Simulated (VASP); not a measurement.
# Sb (I4_1/amd) in VASP: a series of runs

Runs on Sb. Level: PBEsol. Tasks: single point, relaxation of cell and atoms.

Program: VASP 6.6.1. These are calculated values, not measurements. Logs are shortened: lines on timing, memory, paths and dates and some standing lists are left out, and cuts for length are marked.

## (1) The cell of the first run

It takes space group I4_1/amd (No. 141, tetragonal). The conventional cell has a = 5.934 Å, b = 5.934 Å, c = 3.224 Å, α = 90.00°, β = 90.00°, γ = 90.00°. Within 4.0 Å of Sb (site symmetry -4m2) lie 10 Sb at 3.07 to 3.83 Å.

## (2) Single point, PBEsol

Contents of INCAR:

```
SYSTEM = Sb
  PREC = Accurate
  ENCUT = 520
  EDIFF = 1E-7
  ISMEAR = 0
  SIGMA = 0.1
  LREAL = .FALSE.
  LASPH = .TRUE.
  NELM = 60
  ALGO = Normal
  ISIF = 2
  LWAVE = .FALSE.
  LCHARG = .TRUE.
  GGA = PS
  LELF = .TRUE.
  LVHAR = .TRUE.
  NBANDS = 12
```

Contents of KPOINTS:

```
Automatic mesh
0
G
  6 6 6
  0 0 0
```

Contents of POSCAR:

```
Sb
1.0
   -2.9670505030      2.9670505030      1.6119445102
    2.9670505030     -2.9670505030      1.6119445102
    2.9670505030      2.9670505030     -1.6119445102
Sb
2
Direct
    0.0000000000      0.0000000000      0.0000000000
    0.7500000000      0.2500000000      0.5000000000
```

Potentials or basis: VASP PAW PBE potentials, release 64 (Sb).

Started as:

```bash
$ cat potpaw_PBE.64/Sb/POTCAR > POTCAR
$ mpirun -np 1 vasp_std > vasp.out
```

OUTCAR:

```text
SYSTEM = Sb
   PREC = Accurate
   ENCUT = 520
   EDIFF = 1E-7
   ISMEAR = 0
   LREAL = .FALSE.
   LASPH = .TRUE.
   NELM = 60
   ISIF = 2
   GGA = PS

 ion  position               nearest neighbor table
   1  0.000  0.000  0.000-   2 3.07   2 3.07   2 3.07   2 3.07
   2  0.750  0.250  0.500-   1 3.07   1 3.07   1 3.07   1 3.07

  LATTYP: Found a body centered tetragonal cell.
 ALAT       =     5.9341010060
 C/A-ratio  =     0.5432817906

  Lattice vectors:

 A1 = (  -2.9670505030,   2.9670505030,   1.6119445102)
 A2 = (   2.9670505030,  -2.9670505030,   1.6119445102)
 A3 = (   2.9670505030,   2.9670505030,  -1.6119445102)

Analysis of symmetry for initial positions (statically):
=====================================================================
 Subroutine PRICEL returns:
 Original cell was already a primitive cell.

 Routine SETGRP: Setting up the symmetry group for a
 body centered tetragonal supercell.

 Subroutine GETGRP returns: Found 16 space group operations
 (whereof  8 operations were pure point group operations)
 out of a pool of 16 trial point group operations.

The static configuration has the point symmetry D_2d.
 The point group associated with its full space group is D_4h.

Analysis of symmetry for dynamics (positions and initial velocities):
=====================================================================
 Subroutine PRICEL returns:
 Original cell was already a primitive cell.

 Routine SETGRP: Setting up the symmetry group for a
 body centered tetragonal supercell.

 Subroutine GETGRP returns: Found 16 space group operations
 (whereof  8 operations were pure point group operations)
 out of a pool of 16 trial point group operations.

The dynamic configuration has the point symmetry D_2d.
 The point group associated with its full space group is D_4h.

 Subroutine INISYM returns: Found 16 space group operations
 (whereof  8 operations are pure point group operations),
 and found     1 'primitive' translations

----------------------------------------------------------------------------------------

                                     Primitive cell

  volume of cell :      56.7623

  direct lattice vectors                    reciprocal lattice vectors
    -2.967050503  2.967050503  1.611944510     0.000000000  0.168517523  0.310184375
     2.967050503 -2.967050503  1.611944510     0.168517523  0.000000000  0.310184375
     2.967050503  2.967050503 -1.611944510     0.168517523  0.168517523  0.000000000

  length of vectors
     4.495013068  4.495013068  4.495013068     0.353004960  0.353004960  0.238319766

  position of ions in fractional coordinates (direct lattice)
     0.000000000  0.000000000  0.000000000
     0.750000000  0.250000000  0.500000000

  ion indices of the primitive-cell ions
   primitive index   ion index
                 1           1
                 2           2

----------------------------------------------------------------------------------------

 KPOINTS: Automatic mesh

Automatic generation of k-mesh.
 Grid dimensions read from file:
 generate k-points for:    6    6    6

 Generating k-lattice:

  Cartesian coordinates                     Fractional coordinates (reciprocal lattice)
     0.000000000  0.028086254  0.051697396     0.166666667 -0.000000000  0.000000000
     0.028086254  0.000000000  0.051697396    -0.000000000  0.166666667  0.000000000
     0.028086254  0.028086254  0.000000000     0.000000000  0.000000000  0.166666667

  Length of vectors
     0.058834160  0.058834160  0.039719961

  Shift w.r.t. Gamma in fractional coordinates (k-lattice)
     0.000000000  0.000000000  0.000000000

 Subroutine IBZKPT returns following result:
 ===========================================

 Found     30 irreducible k-points:

 Following reciprocal coordinates:
            Coordinates               Weight
  0.000000  0.000000  0.000000      1.000000
  0.166667  0.000000  0.000000      8.000000
  0.333333 -0.000000  0.000000      8.000000
  0.500000  0.000000 -0.000000      4.000000
  0.166667  0.166667  0.000000      8.000000
  0.333333  0.166667  0.000000     16.000000
[... 16 lines left out ...]
 -0.333333 -0.333333  0.166667      8.000000
 -0.166667 -0.333333  0.166667      8.000000
 [... further k-points ...]
   k-points           NKPTS =     30   k-points in BZ     NKDIM =     30   number of bands    NBANDS=     12
   number of dos      NEDOS =    301   number of ions     NIONS =      2
   total plane-waves  NPLWV =  46656
   dimension x,y,z NGX =    36 NGY =   36 NGZ =   36
   dimension x,y,z NGXF=    72 NGYF=   72 NGZF=   72
   ions per type =               2
   NGX,Y,Z   is equivalent  to a cutoff of  13.31, 13.31, 13.31 a.u.
   NGXF,Y,Z  is equivalent  to a cutoff of  26.63, 26.63, 26.63 a.u.
 SYSTEM =  Sb
   PREC   = accura    normal or accurate (medium, high low for compatibility)
   ISTART =      0    job   : 0-new  1-cont  2-samecut
   ICHARG =      2    charge: 1-file 2-atom 10-const
   ISPIN  =      1    spin polarized calculation?
   LNONCOLLINEAR =      F non collinear calculations
   LSORBIT =      F    spin-orbit coupling
   LASPH  =      T    aspherical Exc in radial PAW
   ENCUT  =  520.0 eV  38.22 Ry    6.18 a.u.   8.36  8.36  8.36*2*pi/ulx,y,z
   NELM   =     60;   NELMIN=  2; NELMDL= -5     # of ELM steps
   EDIFF  = 0.1E-06   stopping-criterion for ELM
   LREAL  =      F    real-space projection
   EDIFFG = 0.1E-05   stopping-criterion for IOM
   NSW    =      0    number of steps for IOM
   IBRION =     -1    ionic relax: 0-MD 1-quasi-New 2-CG
   NFREE  =      0    steps in history (QN), initial steepest desc. (CG)
   ISIF   =      2    stress and relaxation
   ISYM   =      2    0-nonsym 1-usesym 2-fastsym
   POTIM  = 0.5000    time-step for ionic-motion
   TEBEG  =    0.0;   TEEND  =   0.0 temperature during run
   PSTRESS=    0.0 pullay stress
   NELECT =      10.0000    total number of electrons
   NUPDOWN=      -1.0000    fix difference up-down
   EMIN   =  10.00;   EMAX   =-10.00  energy-range for DOS
   EFERMI =   0.00;   METHOD = LEGACY
   ISMEAR =     0;   SIGMA  =   0.10  broadening in eV -4-tet -1-fermi 0-gaus
   EFERMI_NEDOS =   21; number of points for ismear=-14 and -15
   IALGO  =     38    algorithm
   IMIX   =      4    mixing-type and parameters
     AMIX     =   0.40;   BMIX     =  1.00
     AMIX_MAG =   1.60;   BMIX_MAG =  1.00
  volume/ion in A,a.u.               =      28.38       191.53
  Fermi-wavevector in a.u.,A,eV,Ry     =   0.917744  1.734285 11.459560  0.842254
  Thomas-Fermi vector in A             =   2.042747
   LORBIT       =      0    0 simple, 1 ext, 2 COOP (PROOUT), +10 PAW based schemes
   GGA     = PS    functional components
   LHFCALC =     F    Hartree Fock is set to
   AEXX    =    0.0000 exact exchange contribution
   IVDW    =     0    specifies the selected vdW correction
   LEPSILON=     F    determine dielectric tensor
   LRPA    =     F    only Hartree local field effects (RPA)
 non-spin polarized calculation
 Gauss-broadening in eV      SIGMA  =   0.10
  energy-cutoff  :      520.00
  volume of cell :       56.76
 maximum number of plane-waves:      1545
 NGX is ok and might be reduce to    36
   NGX = 17   NGY = 17   NGZ = 17

 number of electron      10.0000000 magnetization

 Free energy of the ion-electron system (eV)
  ---------------------------------------------------
  ext. energy  EPLUGINS =         0.00000000
  ---------------------------------------------------
  free energy    TOTEN  =        -8.88002134 eV

  energy without entropy =       -8.86933089  energy(sigma->0) =       -8.87467611

 E-fermi :   7.6953     XC(G=0): -10.0200

 val. band max:        7.6467939342   @ k =  -0.3333  -0.3333   0.1667
 cond. band min:       7.7502319180   @ k =   0.5000   0.1667   0.0000
 fundamental gap:      0.1034379838
 Fermi energy:         7.6953451843

 k-point     1 :       0.0000    0.0000    0.0000
  band No.  band energies     occupation
      1      -5.0215      2.00000
      2       0.9141      2.00000
      3       4.2393      2.00000
      4       4.2393      2.00000
      5       9.8173      0.00000
      6      11.5073      0.00000
      7      11.5073      0.00000
      8      11.8628      0.00000
      9      11.9803      0.00000
     10      15.5501      0.00000
     11      16.2569      0.00000
     12      16.6063      0.00000

 k-point     2 :       0.1667    0.0000    0.0000
  band No.  band energies     occupation
      1      -4.5234      2.00000
      2       0.7705      2.00000
      3       4.3187      2.00000
      4       5.2653      2.00000
      5       8.7639      0.00000
      6       9.3244      0.00000
      7      10.5952      0.00000
      8      10.6258      0.00000
      9      11.3803      0.00000
     10      14.5063      0.00000
     11      14.9125      0.00000
     12      16.2732      0.00000

 k-point     3 :       0.3333   -0.0000    0.0000
  band No.  band energies     occupation
      1      -3.0948      2.00000
      2       0.7226      2.00000
      3       4.6592      2.00000
      4       4.8280      2.00000
      5       5.9233      2.00000
      6       7.8430      0.03674
      7       9.4960      0.00000
      8       9.7217      0.00000
      9      13.0469      0.00000
     10      13.0750      0.00000
     11      15.0992      0.00000
     12      17.4099      0.00000
[... 286 lines left out ...]
 k-point    23 :      -0.3333   -0.3333    0.1667
  band No.  band energies     occupation
      1      -1.5101      2.00000
      2      -0.8227      2.00000
      3       3.1963      2.00000
      4       4.1134      2.00000
      5       4.6302      2.00000
      6       7.6468      1.50768
      7      11.6002      0.00000
      8      11.6102      0.00000
      9      15.1670      0.00000
     10      15.2954      0.00000
     11      16.8668      0.00000
     12      18.3466      0.00000

 k-point    24 :      -0.1667   -0.3333    0.1667
  band No.  band energies     occupation
      1      -1.9098      2.00000
      2       0.9744      2.00000
      3       3.1931      2.00000
      4       4.8723      2.00000
      5       5.3225      2.00000
      6       5.8702      2.00000
      7       9.3384      0.00000
      8      10.0593      0.00000
      9      13.5860      0.00000
     10      14.6611      0.00000
     11      16.0866      0.00000
     12      18.3827      0.00000

 [... further k-points ...]

------------------------ aborting loop because EDIFF is reached ----------------------------------------

  FORCE on cell =-STRESS in cart. coord.  units (eV):
  Direction    XX          YY          ZZ          XY          YZ          ZX
  --------------------------------------------------------------------------------------
  -------------------------------------------------------------------------------------
  Total        0.0690753      0.0690753     -0.1070481      0.0000000      0.0000000      0.0000000
  in kB        1.9497241      1.9497241     -3.0215488      0.0000000      0.0000000      0.0000000
  external PRESSURE =       0.2926331 kB  Pullay stress =       0.0000000 kB

 VOLUME and BASIS-vectors are now :
 -----------------------------------------------------------------------------
  energy-cutoff  :      520.00
  volume of cell :       56.76
      direct lattice vectors                 reciprocal lattice vectors
    -2.967050503  2.967050503  1.611944510     0.000000000  0.168517523  0.310184375
     2.967050503 -2.967050503  1.611944510     0.168517523  0.000000000  0.310184375
     2.967050503  2.967050503 -1.611944510     0.168517523  0.168517523  0.000000000

 POSITION                                       TOTAL-FORCE (eV/Angst)
 -----------------------------------------------------------------------------------
      0.00000      0.00000      0.00000         0.000000      0.000000      0.000000
     -0.00000      2.96705      0.80597        -0.000000     -0.000000     -0.000000
 -----------------------------------------------------------------------------------
    total drift:                               -0.000000      0.000000      0.000000

  FREE ENERGIE OF THE ION-ELECTRON SYSTEM (eV)
  ---------------------------------------------------
  free  energy   TOTEN  =        -8.8800213351 eV

  energy  without entropy=       -8.8693308855  energy(sigma->0) =       -8.87467611
```

Wall time 18 s (1 thread of Intel Xeon 8259CL, shared host); peak memory 0.2 GiB.

What came out:

```
Free energy            : -8.8800 eV
Pressure               : 0.0 GPa
Band gap on the k mesh : zero (bands 5 and 6 overlap by 4.95 eV)
```

Stress tensor (GPa, compression positive):
```
 0.19  0.00  0.00
 0.00  0.19  0.00
 0.00  0.00 -0.30
```

Caveat: the k points lie up to 0.37 Å⁻¹ apart, too coarse for converged energies and pressures of a metal; the PAW data sets were made with another functional, which shifts forces and pressure a little; spin-orbit coupling is left out, which moves the levels of the heavy elements.

(Part 1 of 2 ends here.)
